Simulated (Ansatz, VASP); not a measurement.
One calculation of Be2CdO3, two programs

```
CELL_PARAMETERS angstrom
2.57032 0.00000 0.00000
0.00000 2.57032 0.00000
0.00000 0.00000 7.97647
ATOMIC_POSITIONS crystal
Be 0.50000 0.50000 0.84589
Be 0.50000 0.50000 0.15411
Cd 0.50000 0.50000 0.50000
O 0.00000 0.00000 0.00000
O 0.00000 0.00000 0.70675
O 0.00000 0.00000 0.29325
```

Change from the starting cell: species swapped into the MgSc3Ru2 type (P4/mmm, No. 123).

Alike in both runs: functional PBE; k mesh 6 × 6 × 2; occupations gaussian, width 0.1 eV; no spin polarisation.

Ansatz relaxed the structure, and its values are those at the end. VASP's run is a single point on that final structure, the one shown.

|  | VASP | Ansatz |
| --- | --- | --- |
| version | VASP 6.6.1 | Ansatz 0.2.0 |
| potentials or method | VASP PAW PBE potentials, release 64 (Be, Cd_sv_GW, O), cutoff 700 eV | scalar-relativistic, plane waves, PAW |
| valence electrons in the cell | 42 | 42 |

Ansatz gave:

| Item | Value |
| --- | --- |
| gap on the k mesh at the Fermi level (eV) | none |
| pressure (GPa) | 0.0 |

Which values does VASP return?

gap on the k mesh at the Fermi level (eV): none; pressure (GPa): -0.2.

A gap of «none» marks a metal or a gap that the smearing closes.

The k mesh is coarse, so the values compare programs but aren't converged.
